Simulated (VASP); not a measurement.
A run of VASP 6.6.1 is set up as follows.

INCAR

```
  ALGO = Normal
  EDIFF = 1E-6
  ENCUT = 520
  GGA = PE
  ISIF = 2
  ISMEAR = -1
  LASPH = True
  LCHARG = False
  LREAL = False
  LWAVE = False
  NBANDS = 26
  NELM = 80
  PREC = Accurate
  SIGMA = 0.02
```

The input KPOINTS:

```
k-points
0
Gamma
  8 5 5
```

File POSCAR:

```
SiC
1.0
   -1.5459590692      2.6776796544      0.0000000000
    0.0000000000      0.0000000000      5.0742764952
    4.6378772078      2.6776796544      0.0000000000
Si C
4 4
Direct
    0.5000000000      0.0000818710      0.1666666670
    0.0000000000      0.0000818710      0.6666666670
    0.0000000000      0.5000818710      0.3333333330
    0.5000000000      0.5000818710      0.8333333330
    0.5000000000      0.3759181290      0.1666666670
    0.0000000000      0.3759181290      0.6666666670
    0.0000000000      0.8759181290      0.3333333330
    0.5000000000      0.8759181290      0.8333333330
```

Potentials or basis: VASP PAW PBE potentials, release 64 (Si, C).

Command:

```sh
$ cat potpaw_PBE.64/Si/POTCAR potpaw_PBE.64/C/POTCAR > POTCAR
$ mpirun -np 1 vasp_std > vasp.out
```

Task: Predict the band gap on the k mesh.

Result: 2.36 eV.

Task: Estimate the pressure.

Result: 0.0 GPa.

Caveat: an odd mesh through Γ misses points on the zone boundary, where band edges can lie.
